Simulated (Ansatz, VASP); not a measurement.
## ZrBrCl3 in VASP and in Ansatz

Contents of INCAR:

```
SYSTEM = ZrBrCl3
  PREC = Accurate
  ENCUT = 520
  EDIFF = 1E-6
  ISMEAR = 0
  SIGMA = 0.02
  LREAL = .FALSE.
  LASPH = .TRUE.
  NELM = 80
  ALGO = Normal
  ISIF = 2
  LWAVE = .FALSE.
  LCHARG = .TRUE.
  GGA = PS
  LELF = .TRUE.
  LVHAR = .TRUE.
  NBANDS = 28
```

File KPOINTS:

```
Automatic mesh
0
G
  6 6 6
  0 0 0
```

Contents of POSCAR:

```
ZrBrCl3
1.0
    5.5737987963      3.2180342188      2.4079699223
   -5.5737987963      3.2180342188      2.4079699223
    0.0000000000     -6.4360684876      2.4079698555
Zr Br Cl
1 1 3
Direct
    0.7404640000      0.7404640000      0.7404640000
    0.3968780000      0.3968780000      0.3968780000
    0.0764230000      0.7355000000      0.7355000000
    0.7355000000      0.7355000000      0.0764230000
    0.7355000000      0.0764230000      0.7355000000
```

Input for Ansatz:

```yaml
crystal:
  lattice:
    - [5.5737987963, 3.2180342188, 2.4079699223]
    - [-5.5737987963, 3.2180342188, 2.4079699223]
    - [0.0, -6.4360684876, 2.4079698555]
  atoms:
    - { symbol: Zr, position: [0.740464, 0.740464, 0.740464] }
    - { symbol: Br, position: [0.396878, 0.396878, 0.396878] }
    - { symbol: Cl, position: [0.076423, 0.7355, 0.7355] }
    - { symbol: Cl, position: [0.7355, 0.7355, 0.076423] }
    - { symbol: Cl, position: [0.7355, 0.076423, 0.7355] }
basis:
  ecutwfc: 420
kpoints:
  mp_grid: { grid: [6, 6, 6] }
  band_path:
    path:
      - [[0.0, 0.0, 0.0], [0.5, 0.0, 0.0], [0.5, -0.5, 0.5], [0.25998555, -0.74001445, 0.25998555]]
      - [[0.25998555, 0.25998555, 0.25998555], [0.0, 0.0, 0.0], [0.5, -0.5, 0.0]]
    npoints: 14
hamiltonian:
  xc: pbesol
scf:
  occupations: { method: gaussian, width: 0.02 }
  n_extra_bands: 12
output:
  forces: true
  stress: true
  eigenvalues: true
  populations: true
  dos: { projected: true, de: 0.02, nscf_kmesh: { grid: [9, 9, 9] } }
  bader: true
```

Alike in both runs: task single point; functional PBEsol; k mesh 6 × 6 × 6; occupations gaussian, width 0.02 eV; no spin polarisation.

|  | VASP | Ansatz |
| --- | --- | --- |
| version | VASP 6.6.1 | Ansatz 0.2.0 |
| potentials or method | VASP PAW PBE potentials, release 64 (Zr_sv, Br, Cl), cutoff 520 eV | scalar-relativistic, plane waves, PAW |
| valence electrons in the cell | 40 | 40 |

Ansatz gave:

```
gap on the k mesh at the Fermi level (eV) : 4.07
least direct gap on the mesh (eV)         : 4.07
pressure (GPa)                            : -0.6
rms of the force components (eV/Å)        : 0.151
```

Which values does VASP return?

gap on the k mesh at the Fermi level (eV): 4.08; least direct gap on the mesh (eV): 4.08; pressure (GPa): -0.7; rms of the force components (eV/Å): 0.146.

VASP's potentials were made for PBE, not for PBEsol. Atom by atom the forces differ by 0.007 eV/Å (rms over components). The functional is the same, so the differences come from potentials, cutoffs and numerics.
